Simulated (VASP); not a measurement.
**BP: single point with LDA**

The system is BP.

```
CELL_PARAMETERS angstrom
0.00000 2.26010 2.26010
2.26010 0.00000 2.26010
2.26010 2.26010 0.00000
ATOMIC_POSITIONS crystal
B 0.00000 0.00000 0.00000
P 0.75000 0.75000 0.75000
```

```json
{
  "Program": "VASP 6.6.1",
  "Task": "single point",
  "Functional": "LDA",
  "Potentials or basis": "VASP PAW LDA potentials, release 64 (B, P)",
  "Cutoff": "500 eV",
  "k mesh": "10 × 10 × 10",
  "Occupations": "gaussian, width 0.01 eV",
  "Spin": "no spin polarisation"
}
```

The pressure is -3.4 GPa and the band gap on the k mesh is 1.17 eV, indirect (least direct gap 3.40 eV).

Levels at points of the mesh, in eV from the valence-band top:
| k point | band 1 | band 2 | band 3 | band 4 | band 5 | band 6 | band 7 | band 8 |
| --- | --- | --- | --- | --- | --- | --- | --- | --- |
| (0.00, 0.00, 0.00) | -15.49 | 0.00 | 0.00 | 0.00 | 3.40 | 3.40 | 3.40 | 7.55 |
| (0.50, 0.00, 0.00) | -12.12 | -9.09 | -1.76 | -1.76 | 3.85 | 4.69 | 4.69 | 9.96 |
| (0.00, 0.50, 0.00) | -12.12 | -9.09 | -1.76 | -1.76 | 3.85 | 4.69 | 4.69 | 9.96 |
| (0.00, 0.00, 0.50) | -12.12 | -9.09 | -1.76 | -1.76 | 3.85 | 4.69 | 4.69 | 9.96 |
| (0.50, 0.50, 0.50) | -12.12 | -9.09 | -1.76 | -1.76 | 3.85 | 4.69 | 4.69 | 9.96 |
| (0.50, 0.50, 0.00) | -10.60 | -8.55 | -4.15 | -4.15 | 1.28 | 1.54 | 12.11 | 12.11 |
| (0.00, 0.50, 0.50) | -10.60 | -8.55 | -4.15 | -4.15 | 1.28 | 1.54 | 12.11 | 12.11 |
| (0.50, 0.00, 0.50) | -10.60 | -8.55 | -4.15 | -4.15 | 1.28 | 1.54 | 12.11 | 12.11 |

Run time: 120 s on 1 thread of Intel Xeon 8259CL, on a shared host, peak memory 0.22 GiB.

A k mesh can miss the band edges.
